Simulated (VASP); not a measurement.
# SiMo3: single point with PBE

SiMo3:

```xyz
8
Lattice="4.8930 0.0000 0.0000 0.0000 4.8930 0.0000 0.0000 0.0000 4.8930" Properties=species:S:1:pos:R:3 pbc="T T T"
Si    0.0000    0.0000    0.0000
Si    2.4465    2.4465    2.4465
Mo    1.2232    0.0000    2.4465
Mo    2.4465    3.6697    0.0000
Mo    3.6697    0.0000    2.4465
Mo    2.4465    1.2232    0.0000
Mo    0.0000    2.4465    3.6697
Mo    0.0000    2.4465    1.2232
```

```json
{
 "Program": "VASP 6.6.1",
 "Task": "single point",
 "Functional": "PBE",
 "Potentials or basis": "VASP PAW PBE potentials, release 64 (Si, Mo_sv)",
 "Cutoff": "520 eV",
 "k mesh": "10 × 10 × 10",
 "Occupations": "fermi-dirac, width 0.05 eV",
 "Spin": "no spin polarisation",
 "Dipole correction": "no",
 "Further INCAR settings": "ALGO = Normal; EDIFF = 1e-07; NBANDS = 56"
}
```

The pressure is 2.5 GPa and the band gap on the k mesh is zero (band 46 reaches 13.97 eV, above the bottom of band 47 at 11.53 eV).

Levels at points of the mesh, in eV from the Fermi level:
```csv
k point,band 44,band 45,band 46,band 47,band 48,band 49
"(0.00, 0.00, 0.00)",-1.57,1.24,1.24,1.24,2.03,2.35
"(0.50, 0.00, 0.00)",-1.71,0.23,0.23,0.92,0.92,1.50
"(0.50, 0.50, 0.00)",-0.88,-0.88,-0.78,-0.69,-0.50,-0.12
"(0.50, 0.50, 0.50)",-1.21,-1.21,-1.21,-1.21,-1.21,1.25
```

Run time: 2.9 min on 1 thread of Intel(R) Xeon(R) 6975P-C (Granite Rapids) (shared host), peak memory 0.37 GiB.
